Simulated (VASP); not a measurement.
## CO2: single point with PBE

The system is CO2.

```
CELL_PARAMETERS angstrom
3.81470 0.00000 0.00000
0.00000 3.81470 0.00000
0.00000 0.00000 2.47748
ATOMIC_POSITIONS crystal
C 0.00000 0.00000 0.00000
C 0.50000 0.50000 0.50000
O 0.30604 0.30604 0.00000
O 0.19396 0.80604 0.50000
O 0.69396 0.69396 0.00000
O 0.80604 0.19396 0.50000
```

```yaml
Program: VASP 6.6.1
Task: single point
Functional: PBE
Potentials_or_basis: VASP PAW PBE potentials, release 64 (C, O)
Cutoff: 600 eV
k_mesh: 5 × 5 × 7
Occupations: fermi-dirac, width 0.1 eV
Spin: no spin polarisation
Dipole_correction: no
Further_INCAR_settings: ALGO = Normal; EDIFF = 1e-06; NBANDS = 25
```

```yaml
Pressure: 3.6 GPa
Largest_force: 0.994 eV/Å
```

Forces on the atoms (eV/Å):
```
C    0.000  0.000  0.000
C    0.000  0.000  0.000
O    0.703  0.703  0.000
O   -0.703  0.703  0.000
O   -0.703 -0.703  0.000
O    0.703 -0.703  0.000
```

Stress tensor (GPa, compression positive):
```
 16.95   0.00   0.00
  0.00  16.95   0.00
  0.00   0.00 -23.20
```

Levels at points of the mesh, in eV from the Fermi level:
```csv
k point,band 12,band 13,band 14,band 15,band 16,band 17,band 18,band 19,band 20,band 21
"(0.00, 0.00, 0.00)",-2.86,-2.86,-1.02,-1.02,-0.06,0.00,3.62,3.62,3.92,4.84
```

Run time: 26 s on 1 thread of AMD EPYC 7R43 64-Core Processor (Zen 3), on a shared host, peak memory 0.11 GiB.

Caveat: the k points lie up to 0.36 Å⁻¹ apart.
